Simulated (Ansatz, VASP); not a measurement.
Two plane-wave programs on BP

```
B P
1.0
     2.88589    0.00000    0.00000
    -1.44295    2.49926    0.00000
     0.00000    0.00000    7.66537
B P
2 2
Direct
  0.33333 0.66667 0.25000
  0.66667 0.33333 0.75000
  0.33333 0.66667 0.75000
  0.66667 0.33333 0.25000
```

Change from the starting cell: species swapped into the BN type (P6_3/mmc, No. 194).

Alike in both runs: task relaxation of cell and atoms; functional PBE; k mesh 6 × 6 × 2; occupations gaussian, width 0.1 eV; no spin polarisation.

|  | VASP | Ansatz |
| --- | --- | --- |
| version | VASP 6.6.1 | Ansatz 0.2.0 |
| potentials or method | VASP PAW PBE potentials, release 64 (B, P), cutoff 600 eV | scalar-relativistic, plane waves, PAW |
| valence electrons in the cell | 16 | 16 |

```tsv
	VASP	Ansatz	Ansatz less VASP
gap on the k mesh at the Fermi level, each at its own relaxed structure (eV)	0.89	0.88	-0.012
relaxed volume (Å³/atom)	21.31	20.54	-0.765
relaxed cell length with the largest relative difference (Å)	9.520	9.176	-0.3440
```

Noted on VASP's run: the volume moved by over 15 % at a fixed basis, so the end points are rough.
